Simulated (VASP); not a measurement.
Write the native input for VASP 6.6.1 that does the following.

- Task: single point
- Functional: LDA
- Potentials or basis: VASP PAW LDA potentials, release 64 (Si, C)
- Cutoff: 600 eV
- k mesh: 10 × 10 × 10
- Occupations: gaussian, width 0.02 eV
- Spin: no spin polarisation
- Dipole correction: no
- Further INCAR settings: ALGO = Normal; EDIFF = 1e-06; NBANDS = 11

The structure of SiC (lda) lies in POSCAR:

```
SiC
1.0
   -0.0057853213      2.1803934758      2.1861787971
    2.1803934758     -0.0057853213      2.1861787971
    2.1746081545      2.1746081545      0.0000000000
Si C
1 1
Direct
   -0.0002401390     -0.0002401390      0.0002401390
    0.2502401390      0.2502401390      0.2497598610
```

This cell differs from its parent crystal: strained cell.

One way to write it, as run:

INCAR

```
SYSTEM = SiC
PREC = Accurate
ENCUT = 600
EDIFF = 1E-6
ISMEAR = 0
SIGMA = 0.02
LREAL = .False.
LASPH = .True.
NELM = 120
ALGO = Normal
ISIF = 2
LWAVE = .False.
LCHARG = .False.
NBANDS = 11
GGA_COMPAT = .False.
```

KPOINTS

```
Automatic mesh
0
Gamma
  10 10 10
  0 0 0
```

Potentials or basis: VASP PAW LDA potentials, release 64 (Si, C).

Command:

```sh
$ cat potpaw_LDA.64/Si/POTCAR potpaw_LDA.64/C/POTCAR > POTCAR
$ mpirun -np 1 vasp_std > vasp.out
```

Results of the run:

```json
{"Pressure": "-5.1 GPa", "Band gap on the k mesh": "1.27 eV, indirect (least direct gap 4.44 eV)"}
```

Caveat: the cell differs from its parent crystal (strained cell).

It took 20 s on 1 thread of Intel(R) Xeon(R) 6975P-C (Granite Rapids), with other jobs on the host, peak memory 0.16 GiB.
